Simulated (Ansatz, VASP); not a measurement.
# TaF3: VASP beside Ansatz

The input INCAR:

```
SYSTEM = TaF3
ALGO     = Normal         ! electronic algorithm
EDIFF    = 1E-6           ! SCF threshold, eV
ENCUT    = 520            ! plane-wave cutoff, eV
GGA      = PE             ! functional
ISIF     = 2              ! what is computed and relaxed
ISMEAR   = 0              ! smearing method
LASPH    = .True.         ! aspherical terms in the spheres
LCHARG   = .True.         ! write CHGCAR
LELF     = .True.         ! ELF
LREAL    = .False.        ! projectors in reciprocal space
LVHAR    = .True.       
LWAVE    = .False.        ! write WAVECAR
NBANDS   = 24             ! bands
NELM     = 80             ! most SCF steps
PREC     = Accurate       ! precision mode
SIGMA    = 0.15           ! smearing width, eV
```

KPOINTS

```
k-points
0
Gamma
  12 12 12
  0 0 0
```

POSCAR

```
TaF3
1.0
    4.0182360000      0.0000000000      0.0000000000
    0.0000000000      4.0182360000      0.0000000000
    0.0000000000      0.0000000000      3.9012000000
Ta F
1 3
Direct
    0.0000000000      0.0000000000      0.0000000000
    0.5000000000      0.0000000000      0.0000000000
    0.0000000000      0.5000000000      0.0000000000
    0.0000000000      0.0000000000      0.5000000000
```

Input for Ansatz:

```yaml
crystal:
  lattice:
    - [4.018236, 0.0, 0.0]
    - [0.0, 4.018236, 0.0]
    - [0.0, 0.0, 3.9012]
  atoms:
    - { symbol: Ta, position: [0.0, 0.0, 0.0] }
    - { symbol: F, position: [0.5, 0.0, 0.0] }
    - { symbol: F, position: [0.0, 0.5, 0.0] }
    - { symbol: F, position: [0.0, 0.0, 0.5] }
basis:
  ecutwfc: 420
kpoints:
  mp_grid: { grid: [12, 12, 12] }
hamiltonian:
  xc: pbe
scf:
  occupations: { method: gaussian, width: 0.15 }
output:
  forces: true
  stress: true
  eigenvalues: true
```

Change from the starting cell: strain +0.030 along x and y, +0.000 along z, atoms carried along.

Alike in both runs: task single point; functional PBE; k mesh 12 × 12 × 12; occupations gaussian, width 0.15 eV; no spin polarisation.

|  | VASP | Ansatz |
| --- | --- | --- |
| version | VASP 6.6.1 | Ansatz 0.2.0 |
| potentials or method | VASP PAW PBE potentials, release 64 (Ta_pv, F), cutoff 520 eV | scalar-relativistic, plane waves, PAW |
| valence electrons in the cell | 32 | 34 |

|  | VASP | Ansatz | Ansatz less VASP |
| --- | --- | --- | --- |
| gap on the k mesh at the Fermi level (eV) | none | none | - |
| pressure (GPa) | 15.0 | 14.7 | -0.26 |
| traceless stress, the component that is largest in VASP (GPa) | 7.40 | 7.27 | -0.130 |

A gap of «none» marks a metal or a gap that the smearing closes. The functional is the same, so the differences come from potentials, cutoffs and numerics. VASP's potentials hold 32 valence electrons a cell and Ansatz's 34, so a difference there can come from the potentials and not from the codes.

Neither program's run includes spin-orbit coupling.
